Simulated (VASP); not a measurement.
Wanted: the native input for a VASP 6.6.1 run.

* Task: single point
* Functional: PBE
* Potentials or basis: VASP PAW PBE potentials, release 64 (Y_sv, Zn, C, N)
* Cutoff: 520 eV
* k mesh: 2 × 2 × 4
* Occupations: gaussian, width 0.1 eV
* Spin: collinear spin, ferromagnetic start
* Starting moments: [0.0, 0.0, 1.0, 1.0, 1.0, 1.0, 1.0, 1.0, 1.0, 1.0] μB
* Dipole correction: no
* Further INCAR settings: ALGO = Normal; EDIFF = 1e-07; NBANDS = 44

The structure of YZnC4N4 lies in POSCAR:

```
YZnC4N4
1.0
    8.0712276516      0.0000000000      0.0000000000
    0.0000000000      8.0712276516      0.0000000000
    0.0000000000      0.0000000000      3.7966078536
Y Zn C N
1 1 4 4
Direct
    0.0000000000      0.0000000000      0.0000000000
    0.5000000000      0.5000000000      0.0000000000
    0.2198744397      0.7801255603      0.0000000000
    0.7801255603      0.2198744397      0.0000000000
    0.2198744397      0.2198744397      0.0000000000
    0.7801255603      0.7801255603      0.0000000000
    0.3220925326      0.6779074674      0.0000000000
    0.6779074674      0.3220925326      0.0000000000
    0.3220925326      0.3220925326      0.0000000000
    0.6779074674      0.6779074674      0.0000000000
```

These files were run (other wordings do the same):

INCAR

```
SYSTEM = YZnC4N4
PREC = Accurate
ENCUT = 520
EDIFF = 1E-7
ISMEAR = 0
SIGMA = 0.1
LREAL = .False.
LASPH = .True.
NELM = 150
ALGO = Normal
ISIF = 2
LWAVE = .False.
LCHARG = .True.
ISPIN = 2
MAGMOM = 0 0 1 1 1 1 1 1 1 1
LORBIT = 11
LMAXMIX = 4
GGA = PE
LELF = .True.
LVHAR = .True.
NBANDS = 44
```

KPOINTS

```
Automatic mesh
0
Gamma
  2 2 4
  0 0 0
```

Potentials or basis: VASP PAW PBE potentials, release 64 (Y_sv, Zn, C, N).

Launch:

```bash
$ cat potpaw_PBE.64/Y_sv/POTCAR potpaw_PBE.64/Zn/POTCAR potpaw_PBE.64/C/POTCAR potpaw_PBE.64/N/POTCAR > POTCAR
$ mpirun -np 1 vasp_std > vasp.out
```

It gave:

```yaml
Pressure: 0.3 GPa
Largest_force: 0.629 eV/Å
Net_moment: 0.80 μB per cell
Site_moments: Y +0.40; Zn +0.00; C +0.00; N +0.00 μB
Valence_electrons_inside_the_program's_atomic_spheres: Y 9.37; Zn 10.71; C 2.58; N 3.89
```

Caveat: the k points lie up to 0.41 Å⁻¹ apart; a moment this small can come from the mesh or the smearing.

It took 10 min on 1 thread of AMD EPYC 7R43 64-Core Processor (Zen 3) (shared host), peak memory 0.42 GiB.
